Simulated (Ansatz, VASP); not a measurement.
## One calculation of BN, two programs

```
B N
1.0
     0.00000    1.80800    1.80800
     1.80800    0.00000    1.80800
     1.80800    1.80800    0.00000
B N
1 1
Direct
  0.00000 0.00000 0.00000
  0.25000 0.25000 0.25000
```

Alike in both runs: task relaxation of cell and atoms; functional r2SCAN; k mesh 10 × 10 × 10; occupations gaussian, width 0.02 eV; no spin polarisation.

|  | VASP | Ansatz |
| --- | --- | --- |
| version | VASP 6.6.1 | Ansatz 0.2.0 |
| potentials or method | VASP PAW PBE potentials, release 64 (B, N), cutoff 660 eV | scalar-relativistic, plane waves, PAW |
| valence electrons in the cell | 8 | 8 |

|  | VASP | Ansatz | Ansatz less VASP |
| --- | --- | --- | --- |
| gap on the k mesh at the Fermi level, each at its own relaxed structure (eV) | 4.98 | 4.99 | +0.016 |
| relaxed volume (Å³/atom) | 5.90 | 5.88 | -0.022 |
| relaxed cell length with the largest relative difference (Å) | 2.555 | 2.552 | -0.0032 |

VASP's potentials were made for PBE, not for r2SCAN.
